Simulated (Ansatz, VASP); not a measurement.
**Al: VASP beside Ansatz**

Contents of INCAR:

```
ALGO = Normal
DIPOL = 0.5 0.5 0.411
EDIFF = 1E-6
ENCUT = 520
GGA = PE
IDIPOL = 3
ISIF = 2
ISMEAR = 0
IVDW = 12
LASPH = T
LCHARG = F
LDIPOL = T
LREAL = Auto
LWAVE = F
NBANDS = 38
NELM = 60
PREC = Accurate
SIGMA = 0.1
```

Contents of KPOINTS:

```
k-points
0
Gamma
  4 4 1
```

File POSCAR:

```
Al
1.0
    5.6324246428      0.0000000000      0.0000000000
    0.0000000000      5.6324246428      0.0000000000
    0.0000000000      0.0000000000     26.7216884892
Al
16
Direct
    0.2500000000      0.2500000000      0.2993822790
    0.2500000000      0.7500000000      0.2993822790
    0.7500000000      0.2500000000      0.2993822790
    0.7500000000      0.7500000000      0.2993822790
    0.5000000000      0.5000000000      0.3739046218
    0.5000000000      0.0000000000      0.3739046218
    0.0000000000      0.5000000000      0.3739046218
    0.0000000000      0.0000000000      0.3739046218
    0.7502883864      0.7500146976      0.4460107780
    0.7508842659      0.2509702667      0.4460397310
    0.2504232388      0.7503539643      0.4459076916
    0.2500047897      0.2503704248      0.4460023943
    0.0008223623      0.0009545591      0.5231195574
    0.0002978511      0.5000167063      0.5226145804
    0.4992272328     -0.0004436980      0.5228485788
    0.5011093949      0.5011478904      0.5231045126
```

Input for Ansatz:

```yaml
crystal:
  lattice:
    - [5.6324246428, 0.0, 0.0]
    - [0.0, 5.6324246428, 0.0]
    - [0.0, 0.0, 26.7216884892]
  atoms:
    - { symbol: Al, position: [0.25, 0.25, 0.299382279] }
    - { symbol: Al, position: [0.25, 0.75, 0.299382279] }
    - { symbol: Al, position: [0.75, 0.25, 0.299382279] }
    - { symbol: Al, position: [0.75, 0.75, 0.299382279] }
    - { symbol: Al, position: [0.5, 0.5, 0.3739046218] }
    - { symbol: Al, position: [0.5, 0.0, 0.3739046218] }
    - { symbol: Al, position: [0.0, 0.5, 0.3739046218] }
    - { symbol: Al, position: [0.0, 0.0, 0.3739046218] }
    - { symbol: Al, position: [0.7502883864, 0.7500146976, 0.446010778] }
    - { symbol: Al, position: [0.7508842659, 0.2509702667, 0.446039731] }
    - { symbol: Al, position: [0.2504232388, 0.7503539643, 0.4459076916] }
    - { symbol: Al, position: [0.2500047897, 0.2503704248, 0.4460023943] }
    - { symbol: Al, position: [0.0008223623, 0.0009545591, 0.5231195574] }
    - { symbol: Al, position: [0.0002978511, 0.5000167063, 0.5226145804] }
    - { symbol: Al, position: [0.4992272328, -0.000443698, 0.5228485788] }
    - { symbol: Al, position: [0.5011093949, 0.5011478904, 0.5231045126] }
basis:
  ecutwfc: 420
kpoints:
  mp_grid: { grid: [4, 4, 1] }
hamiltonian:
  xc: pbe
  dispersion: d3bj
scf:
  occupations: { method: gaussian, width: 0.1 }
output:
  forces: true
  eigenvalues: true
  write_density: true
  volumetric_format: npy
efield:
  axis: 3
  dipole_correction: true
  ramp_width: 0.04
```

Alike in both runs: task single point; functional PBE; dispersion D3(BJ); k mesh 4 × 4 × 1; occupations gaussian, width 0.1 eV; no spin polarisation.

|  | VASP | Ansatz |
| --- | --- | --- |
| version | VASP 6.6.1 | Ansatz 0.2.0 |
| potentials or method | VASP PAW PBE potentials, release 64 (Al), cutoff 520 eV | scalar-relativistic, plane waves, PAW |
| valence electrons in the cell | 48 | 48 |

```csv
,VASP,Ansatz,Ansatz less VASP
gap on the k mesh at the Fermi level (eV),none,none,-
rms of the force components (eV/Å),0.057,0.060,+0.0023
```

Atom by atom the forces differ by 0.003 eV/Å (rms over components). A gap of «none» marks a metal or a gap that the smearing closes.
